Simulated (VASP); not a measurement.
A run of VASP 6.6.1 is set up as follows.

File INCAR:

```
SYSTEM = ZnCd3O4
ALGO = Normal
EDIFF = 1E-7
ENCUT = 520
GGA = PE
ISIF = 2
ISMEAR = 0
LASPH = .TRUE.
LCHARG = .TRUE.
LELF = .TRUE.
LREAL = .FALSE.
LVHAR = .TRUE.
LWAVE = .FALSE.
NBANDS = 46
NELM = 80
PREC = Accurate
SIGMA = 0.1
```

Contents of KPOINTS:

```
k-points
0
G
  6 6 2
  0 0 0
```

Contents of POSCAR:

```
ZnCd3O4
1.0
    3.5171179000      0.0000000000      0.0000000000
    0.0000000000      3.5171179000      0.0000000000
    0.0000000000      0.0000000000     10.1020988000
Zn Cd O
1 3 4
Direct
    0.5000000000      0.5000000000      0.0000000000
    0.0000000000      0.0000000000      0.7668010000
    0.0000000000      0.0000000000      0.2331990000
    0.5000000000      0.5000000000      0.5000000000
    0.5000000000      0.0000000000      0.9004830000
    0.0000000000      0.5000000000      0.0995170000
    0.5000000000      0.0000000000      0.3665610000
    0.0000000000      0.5000000000      0.6334390000
```

Potentials or basis: VASP PAW PBE potentials, release 64 (Zn, Cd, O).

The run is started by

```console
$ cat potpaw_PBE.64/Zn/POTCAR potpaw_PBE.64/Cd/POTCAR potpaw_PBE.64/O/POTCAR > POTCAR
$ mpirun -np 1 vasp_std > vasp.out
```

Task: Predict the band gap on the k mesh.

Result: Zero (filled and empty bands touch).

Task: What does it give for the pressure?

Result: 1.1 GPa.

Task: Estimate the largest force.

Result: 0.046 eV/Å.

Forces in eV/Å, atoms in the order of the input:
```
Zn   0.000  0.000  0.000
Cd   0.000  0.000 -0.004
Cd   0.000  0.000  0.004
Cd   0.000  0.000  0.000
O    0.000  0.000  0.046
O    0.000  0.000 -0.046
O    0.000  0.000 -0.001
O    0.000  0.000  0.001
```
